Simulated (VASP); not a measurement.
# W (Im-3m) in VASP: a series of runs

W is run at these levels: PBE; tasks: single point.

All numbers are computed with VASP 6.6.1; they aren't measurements. Logs are shortened: lines on timing, memory, paths and dates and some standing lists are left out, and cuts for length are marked.

## (1) The cell of the first run

The structure is cubic, space group Im-3m (No. 229). Conventional cell: a = 3.051 Å, b = 3.051 Å, c = 3.051 Å, α = 90.00°, β = 90.00°, γ = 90.00°. W (site symmetry m-3m) has 14 W at 2.64 to 3.05 Å within 3.5 Å.

## (2) Single point, PBE (14.20 Å³/atom)

INCAR

```
ALGO     = Fast           # electronic algorithm
EDIFF    = 1E-7           # SCF threshold, eV
ENCUT    = 520            # plane-wave cutoff, eV
GGA      = PE             # functional
ISIF     = 2              # what is computed and relaxed
ISMEAR   = 0              # smearing method
LASPH    = T              # aspherical terms in the spheres
LCHARG   = F              # write CHGCAR
LREAL    = F              # projectors in reciprocal space
LWAVE    = F              # write WAVECAR
NBANDS   = 13             # bands
NELM     = 60             # most SCF steps
PREC     = Accurate       # precision mode
SIGMA    = 0.1            # smearing width, eV
```

KPOINTS

```
k-points
0
Gamma
  18 18 18
```

POSCAR

```
W
1.0
   -1.5253750491      1.5253750491      1.5253750491
    1.5253750491     -1.5253750491      1.5253750491
    1.5253750491      1.5253750491     -1.5253750491
W
1
Direct
    0.0000000000      0.0000000000      0.0000000000
```

Potentials or basis: VASP PAW PBE potentials, release 64 (W_sv).

Run with:

```
cat potpaw_PBE.64/W_sv/POTCAR > POTCAR
mpirun -np 1 vasp_std > vasp.out
```

OUTCAR:

```text
EDIFF = 1E-7
   ENCUT = 520
   GGA = PE
   ISIF = 2
   ISMEAR = 0
   LASPH = T
   LREAL = F
   NELM = 60
   PREC = Accurate

 ion  position               nearest neighbor table
   1  0.000  0.000  0.000-

  LATTYP: Found a body centered cubic cell.
 ALAT       =     3.0507500982

  Lattice vectors:

 A1 = (  -1.5253750491,   1.5253750491,   1.5253750491)
 A2 = (   1.5253750491,  -1.5253750491,   1.5253750491)
 A3 = (   1.5253750491,   1.5253750491,  -1.5253750491)

Analysis of symmetry for initial positions (statically):
=====================================================================
 Subroutine PRICEL returns:
 Original cell was already a primitive cell.

 Routine SETGRP: Setting up the symmetry group for a
 body centered cubic supercell.

 Subroutine GETGRP returns: Found 48 space group operations
 (whereof 48 operations were pure point group operations)
 out of a pool of 48 trial point group operations.

The static configuration has the point symmetry O_h .

Analysis of symmetry for dynamics (positions and initial velocities):
=====================================================================
 Subroutine PRICEL returns:
 Original cell was already a primitive cell.

 Routine SETGRP: Setting up the symmetry group for a
 body centered cubic supercell.

 Subroutine GETGRP returns: Found 48 space group operations
 (whereof 48 operations were pure point group operations)
 out of a pool of 48 trial point group operations.

The dynamic configuration has the point symmetry O_h .

 Subroutine INISYM returns: Found 48 space group operations
 (whereof 48 operations are pure point group operations),
 and found     1 'primitive' translations

----------------------------------------------------------------------------------------

                                     Primitive cell

  volume of cell :      14.1968

  direct lattice vectors                    reciprocal lattice vectors
    -1.525375049  1.525375049  1.525375049     0.000000000  0.327788238  0.327788238
     1.525375049 -1.525375049  1.525375049     0.327788238  0.000000000  0.327788238
     1.525375049  1.525375049 -1.525375049     0.327788238  0.327788238  0.000000000

  length of vectors
     2.642027086  2.642027086  2.642027086     0.463562572  0.463562572  0.463562572

  position of ions in fractional coordinates (direct lattice)
     0.000000000  0.000000000  0.000000000

  ion indices of the primitive-cell ions
   primitive index   ion index
                 1           1

----------------------------------------------------------------------------------------

 KPOINTS: k-points

Automatic generation of k-mesh.
 Grid dimensions read from file:
 generate k-points for:   18   18   18

 Generating k-lattice:

  Cartesian coordinates                     Fractional coordinates (reciprocal lattice)
     0.000000000  0.018210458  0.018210458     0.055555556  0.000000000  0.000000000
     0.018210458  0.000000000  0.018210458     0.000000000  0.055555556  0.000000000
     0.018210458  0.018210458  0.000000000     0.000000000  0.000000000  0.055555556

  Length of vectors
     0.025753476  0.025753476  0.025753476

  Shift w.r.t. Gamma in fractional coordinates (k-lattice)
     0.000000000  0.000000000  0.000000000

 Subroutine IBZKPT returns following result:
 ===========================================

 Found    195 irreducible k-points:

 Following reciprocal coordinates:
            Coordinates               Weight
  0.000000  0.000000  0.000000      1.000000
  0.055556  0.000000  0.000000     12.000000
  0.111111  0.000000  0.000000     12.000000
  0.166667  0.000000  0.000000     12.000000
  0.222222  0.000000  0.000000     12.000000
  0.277778  0.000000  0.000000     12.000000
[... 16 lines left out ...]
  0.333333  0.111111  0.000000     48.000000
  0.388889  0.111111  0.000000     48.000000
 [... further k-points ...]
   k-points           NKPTS =    195   k-points in BZ     NKDIM =    195   number of bands    NBANDS=     13
   number of dos      NEDOS =    301   number of ions     NIONS =      1
   total plane-waves  NPLWV =   8000
   dimension x,y,z NGX =    20 NGY =   20 NGZ =   20
   dimension x,y,z NGXF=    40 NGYF=   40 NGZF=   40
   ions per type =               1
   NGX,Y,Z   is equivalent  to a cutoff of  12.58, 12.58, 12.58 a.u.
   NGXF,Y,Z  is equivalent  to a cutoff of  25.17, 25.17, 25.17 a.u.
 SYSTEM =  unknown system
   PREC   = accura    normal or accurate (medium, high low for compatibility)
   ISTART =      0    job   : 0-new  1-cont  2-samecut
   ICHARG =      2    charge: 1-file 2-atom 10-const
   ISPIN  =      1    spin polarized calculation?
   LNONCOLLINEAR =      F non collinear calculations
   LSORBIT =      F    spin-orbit coupling
   LASPH  =      T    aspherical Exc in radial PAW
   ENCUT  =  520.0 eV  38.22 Ry    6.18 a.u.   4.91  4.91  4.91*2*pi/ulx,y,z
   NELM   =     60;   NELMIN=  2; NELMDL= -5     # of ELM steps
   EDIFF  = 0.1E-06   stopping-criterion for ELM
   LREAL  =      F    real-space projection
   EDIFFG = 0.1E-05   stopping-criterion for IOM
   NSW    =      0    number of steps for IOM
   IBRION =     -1    ionic relax: 0-MD 1-quasi-New 2-CG
   NFREE  =      0    steps in history (QN), initial steepest desc. (CG)
   ISIF   =      2    stress and relaxation
   ISYM   =      2    0-nonsym 1-usesym 2-fastsym
   POTIM  = 0.5000    time-step for ionic-motion
   TEBEG  =    0.0;   TEEND  =   0.0 temperature during run
   PSTRESS=    0.0 pullay stress
   NELECT =      14.0000    total number of electrons
   NUPDOWN=      -1.0000    fix difference up-down
   EMIN   =  10.00;   EMAX   =-10.00  energy-range for DOS
   EFERMI =   0.00;   METHOD = LEGACY
   ISMEAR =     0;   SIGMA  =   0.10  broadening in eV -4-tet -1-fermi 0-gaus
   EFERMI_NEDOS =   21; number of points for ismear=-14 and -15
   IALGO  =     68    algorithm
   IMIX   =      4    mixing-type and parameters
     AMIX     =   0.40;   BMIX     =  1.00
     AMIX_MAG =   1.60;   BMIX_MAG =  1.00
  volume/ion in A,a.u.               =      14.20        95.80
  Fermi-wavevector in a.u.,A,eV,Ry     =   1.629499  3.079307 36.127119  2.655268
  Thomas-Fermi vector in A             =   2.721955
   LORBIT       =      0    0 simple, 1 ext, 2 COOP (PROOUT), +10 PAW based schemes
   GGA     = PE    functional components
   LHFCALC =     F    Hartree Fock is set to
   AEXX    =    0.0000 exact exchange contribution
   IVDW    =     0    specifies the selected vdW correction
   LEPSILON=     F    determine dielectric tensor
   LRPA    =     F    only Hartree local field effects (RPA)
 non-spin polarized calculation
 RMM-DIIS sequential band-by-band and
 Gauss-broadening in eV      SIGMA  =   0.10
  energy-cutoff  :      520.00
  volume of cell :       14.20
 maximum number of plane-waves:       394
   NGX =  9   NGY =  9   NGZ =  9

 number of electron      13.9999998 magnetization

 Free energy of the ion-electron system (eV)
  ---------------------------------------------------
  ext. energy  EPLUGINS =         0.00000000
  ---------------------------------------------------
  free energy    TOTEN  =       -12.66442117 eV

  energy without entropy =      -12.66058227  energy(sigma->0) =      -12.66250172

 E-fermi :  13.1091     XC(G=0): -14.2768

 val. band max:       13.1021841958   @ k =  -0.2778   0.3333   0.2222
 cond. band min:      13.1125474175   @ k =  -0.1667   0.1667   0.1111
 fundamental gap:      0.0103632218
 Fermi energy:        13.1091391597

 k-point     1 :       0.0000    0.0000    0.0000
  band No.  band energies     occupation
      1     -60.9511      2.00000
      2     -24.3103      2.00000
      3     -24.3103      2.00000
      4     -24.3103      2.00000
      5       2.8812      2.00000
      6      11.6765      2.00000
      7      11.6765      2.00000
      8      11.6765      2.00000
      9      15.6334      0.00000
     10      15.6334      0.00000
     11      27.8615      0.00000
     12      27.8615      0.00000
     13      27.8615      0.00000

 k-point     2 :       0.0556    0.0000    0.0000
  band No.  band energies     occupation
      1     -60.9445      2.00000
      2     -24.3718      2.00000
      3     -24.3288      2.00000
      4     -24.3107      2.00000
      5       3.0539      2.00000
      6      11.5675      2.00000
      7      11.6520      2.00000
      8      11.8440      2.00000
      9      15.4483      0.00000
     10      15.6318      0.00000
     11      28.0176      0.00000
     12      28.1506      0.00000
     13      28.3236      0.00000

 k-point     3 :       0.1111    0.0000    0.0000
  band No.  band energies     occupation
      1     -60.9258      2.00000
      2     -24.5466      2.00000
      3     -24.3820      2.00000
      4     -24.3121      2.00000
      5       3.5485      2.00000
      6      11.2678      2.00000
      7      11.5465      2.00000
      8      12.3408      2.00000
      9      15.0640      0.00000
     10      15.6374      0.00000
     11      28.4220      0.00000
     12      28.9891      0.00000
     13      29.5156      0.00000

 k-point     4 :       0.1667    0.0000    0.0000
  band No.  band energies     occupation
      1     -60.8972      2.00000
      2     -24.8074      2.00000
      3     -24.4625      2.00000
      4     -24.3143      2.00000
      5       4.2891      2.00000
      6      10.8441      2.00000
      7      11.3169      2.00000
      8      13.1499      0.56465
      9      14.8027      0.00000
     10      15.6750      0.00000
     11      28.8390      0.00000
     12      30.3061      0.00000
     13      30.9030      0.00000

 k-point     5 :       0.2222    0.0000    0.0000
  band No.  band energies     occupation
      1     -60.8618      2.00000
      2     -25.1168      2.00000
      3     -24.5597      2.00000
      4     -24.3170      2.00000
      5       5.1282      2.00000
      6      10.3717      2.00000
      7      11.0669      2.00000
      8      14.2416      0.00000
      9      14.8273      0.00000
     10      15.7707      0.00000
     11      28.8024      0.00000
     12      31.4804      0.00000
     13      32.0180      0.00000
[... 257 lines left out ...]
 k-point    22 :       0.2778    0.1111    0.0000
  band No.  band energies     occupation
      1     -60.7787      2.00000
      2     -25.7189      2.00000
      3     -24.7967      2.00000
      4     -24.4009      2.00000
      5       6.6503      2.00000
      6       9.5811      2.00000
      7      11.0311      2.00000
      8      14.9714      0.00000
      9      16.5537      0.00000
     10      17.8598      0.00000
     11      27.2360      0.00000
     12      29.2885      0.00000
     13      34.2984      0.00000

 k-point    23 :       0.3333    0.1111    0.0000
  band No.  band energies     occupation
      1     -60.7513      2.00000
      2     -25.9126      2.00000
      3     -24.8899      2.00000
      4     -24.4054      2.00000
      5       6.6815      2.00000
      6       9.3200      2.00000
      7      11.8794      2.00000
      8      15.3328      0.00000
      9      16.7390      0.00000
     10      19.3697      0.00000
     11      26.2779      0.00000
     12      27.6720      0.00000
     13      32.7976      0.00000

 k-point    24 :       0.3889    0.1111    0.0000
  band No.  band energies     occupation
      1     -60.7333      2.00000
      2     -26.0367      2.00000
      3     -24.9506      2.00000
      4     -24.4082      2.00000
      5       6.6003      2.00000
      6       9.1600      2.00000
      7      12.7322      2.00000
      8      15.4430      0.00000
      9      17.0310      0.00000
     10      20.5916      0.00000
     11      25.5656      0.00000
     12      26.4212      0.00000
     13      31.6948      0.00000

 [... further k-points ...]

------------------------ aborting loop because EDIFF is reached ----------------------------------------

  FORCE on cell =-STRESS in cart. coord.  units (eV):
  Direction    XX          YY          ZZ          XY          YZ          ZX
  --------------------------------------------------------------------------------------
  -------------------------------------------------------------------------------------
  Total        4.6035491      4.6035491      4.6035491      0.0000000      0.0000000      0.0000000
  in kB      519.5333823    519.5333823    519.5333823      0.0000000      0.0000000      0.0000000
  external PRESSURE =     519.5333823 kB  Pullay stress =       0.0000000 kB

 VOLUME and BASIS-vectors are now :
 -----------------------------------------------------------------------------
  energy-cutoff  :      520.00
  volume of cell :       14.20
      direct lattice vectors                 reciprocal lattice vectors
    -1.525375049  1.525375049  1.525375049     0.000000000  0.327788238  0.327788238
     1.525375049 -1.525375049  1.525375049     0.327788238  0.000000000  0.327788238
     1.525375049  1.525375049 -1.525375049     0.327788238  0.327788238  0.000000000

 POSITION                                       TOTAL-FORCE (eV/Angst)
 -----------------------------------------------------------------------------------
      0.00000      0.00000      0.00000        -0.000000      0.000000     -0.000000
 -----------------------------------------------------------------------------------
    total drift:                                0.000000     -0.000000      0.000000

  FREE ENERGIE OF THE ION-ELECTRON SYSTEM (eV)
  ---------------------------------------------------
  free  energy   TOTEN  =       -12.6644211715 eV

  energy  without entropy=      -12.6605822715  energy(sigma->0) =      -12.66250172
```

Run time: 46 s. Hardware: 1 thread of Intel Xeon 8259CL, shared host; peak memory 0.15 GiB.

Results:

| Quantity | Value |
| --- | --- |
| Free energy | -12.6644 eV |
| Pressure | 52.0 GPa |
| Band gap on the k mesh | zero (bands 7 and 8 overlap by 7.45 eV) |

Caveat: the cell stands under pressure; spin-orbit coupling is left out, which moves the levels of the heavy elements.

## (3) Single point, PBE (14.68 Å³/atom)

This run uses another cell than the first one, of 14.68 Å³/atom.

INCAR

```
PREC = Accurate ; ENCUT = 520
EDIFF = 1E-6 ; ISMEAR = 0
SIGMA = 0.1 ; LREAL = False
LASPH = True ; NELM = 80
ALGO = Normal ; ISIF = 2
LWAVE = False ; LCHARG = False
GGA = PE ; NBANDS = 13
```

KPOINTS

```
Automatic mesh
0
Gamma
  18 18 18
```

POSCAR

```
W
1.0
   -1.5425155293      1.5425155293      1.5425155293
    1.5425155293     -1.5425155293      1.5425155293
    1.5425155293      1.5425155293     -1.5425155293
W
1
Direct
    0.0000000000      0.0000000000      0.0000000000
```

Potentials or basis: VASP PAW PBE potentials, release 64 (W_sv).

Run with:

```
cat potpaw_PBE.64/W_sv/POTCAR > POTCAR
mpirun -np 1 vasp_std > vasp.out
```

Wall time 32 s (1 thread of Intel Xeon 8259CL, shared host); peak memory 0.15 GiB.

The run converged. Its results:

```yaml
Free_energy: -12.7970 eV
Pressure: 36.1 GPa
Band_gap_on_the_k_mesh: zero (bands 7 and 8 overlap by 7.11 eV)
```

Levels at points of the mesh, in eV from the Fermi level:
```csv
k point,band 4,band 5,band 6,band 7,band 8,band 9,band 10,band 11
"(0.00, 0.00, 0.00)",-37.52,-10.05,-1.36,-1.36,-1.36,2.45,2.45,14.69
"(0.50, 0.00, 0.00)",-37.53,-6.79,-3.95,0.99,2.40,3.48,6.88,11.69
"(0.50, 0.50, 0.50)",-38.66,-6.48,-6.48,5.75,5.75,5.75,8.91,8.91
```

Caveat: the cell stands under pressure; spin-orbit coupling is left out, which moves the levels of the heavy elements.

## (4) Single point, PBE (15.16 Å³/atom)

This run uses another cell than the first one, of 15.16 Å³/atom.

INCAR

```
PREC     = Accurate       # precision mode
ENCUT    = 520            # plane-wave cutoff, eV
EDIFF    = 1E-6           # SCF threshold, eV
ISMEAR   = 0              # smearing method
SIGMA    = 0.1            # smearing width, eV
LREAL    = F              # projectors in reciprocal space
LASPH    = T              # aspherical terms in the spheres
NELM     = 60             # most SCF steps
ALGO     = Fast           # electronic algorithm
ISIF     = 2              # what is computed and relaxed
LWAVE    = F              # write WAVECAR
LCHARG   = T              # write CHGCAR
GGA      = PE             # functional
LELF     = T              # ELF
LVHAR    = T            
NBANDS   = 13             # bands
```

KPOINTS

```
regular mesh
0
Gamma
  18 18 18
```

POSCAR

```
W
1.0
   -1.5592833161      1.5592833161      1.5592833161
    1.5592833161     -1.5592833161      1.5592833161
    1.5592833161      1.5592833161     -1.5592833161
W
1
Direct
    0.0000000000      0.0000000000      0.0000000000
```

Run with:

```
cat potpaw_PBE.64/W_sv/POTCAR > POTCAR
mpirun -np 1 vasp_std > vasp.out
```

Wall time 47 s (1 thread of Intel Xeon 8259CL, shared host); peak memory 0.15 GiB.

It converged, with:

```
Free energy            : -12.8850 eV
Pressure               : 22.4 GPa
Band gap on the k mesh : zero (bands 7 and 8 overlap by 6.80 eV)
```

Levels at points of the mesh, in eV from the Fermi level:
| k point | band 4 | band 5 | band 6 | band 7 | band 8 | band 9 | band 10 | band 11 |
| --- | --- | --- | --- | --- | --- | --- | --- | --- |
| (0.00, 0.00, 0.00) | -37.61 | -9.87 | -1.30 | -1.30 | -1.30 | 2.38 | 2.38 | 14.62 |
| (0.50, 0.00, 0.00) | -37.62 | -6.56 | -3.78 | 0.85 | 2.30 | 3.33 | 6.57 | 11.61 |
| (0.50, 0.50, 0.50) | -38.65 | -6.19 | -6.19 | 5.50 | 5.50 | 5.50 | 8.63 | 8.63 |

Caveat: the cell stands under pressure; spin-orbit coupling is left out, which moves the levels of the heavy elements.

## (5) Single point, PBE (15.65 Å³/atom)

This run uses another cell than the first one, of 15.65 Å³/atom.

INCAR

```
ALGO = Fast ; EDIFF = 1E-6
ENCUT = 520 ; GGA = PE
ISIF = 2 ; ISMEAR = 0
LASPH = True ; LCHARG = False
LREAL = False ; LWAVE = False
NBANDS = 13 ; NELM = 80
PREC = Accurate ; SIGMA = 0.1
```

KPOINTS

```
k-points
0
Gamma
  18 18 18
```

POSCAR

```
W
1.0
   -1.5756980310      1.5756980310      1.5756980310
    1.5756980310     -1.5756980310      1.5756980310
    1.5756980310      1.5756980310     -1.5756980310
W
1
Direct
    0.0000000000      0.0000000000      0.0000000000
```

Run with:

```
cat potpaw_PBE.64/W_sv/POTCAR > POTCAR
mpirun -np 1 vasp_std > vasp.out
```

It took 50 s on 1 thread of Intel Xeon 8259CL, shared host; peak memory 0.15 GiB.

Results (log left out):

```yaml
Free_energy: -12.9346 eV
Pressure: 10.6 GPa
Band_gap_on_the_k_mesh: zero (bands 7 and 8 overlap by 6.51 eV)
```

Levels at points of the mesh, in eV from the Fermi level:
| k point | band 4 | band 5 | band 6 | band 7 | band 8 | band 9 | band 10 | band 11 |
| --- | --- | --- | --- | --- | --- | --- | --- | --- |
| (0.00, 0.00, 0.00) | -37.70 | -9.70 | -1.24 | -1.24 | -1.24 | 2.30 | 2.30 | 14.55 |
| (0.50, 0.00, 0.00) | -37.71 | -6.36 | -3.63 | 0.73 | 2.20 | 3.20 | 6.27 | 11.30 |
| (0.50, 0.50, 0.50) | -38.64 | -5.93 | -5.93 | 5.27 | 5.27 | 5.27 | 8.36 | 8.36 |

Caveat: the cell stands under pressure; spin-orbit coupling is left out, which moves the levels of the heavy elements.

[end of part 1 of 2]
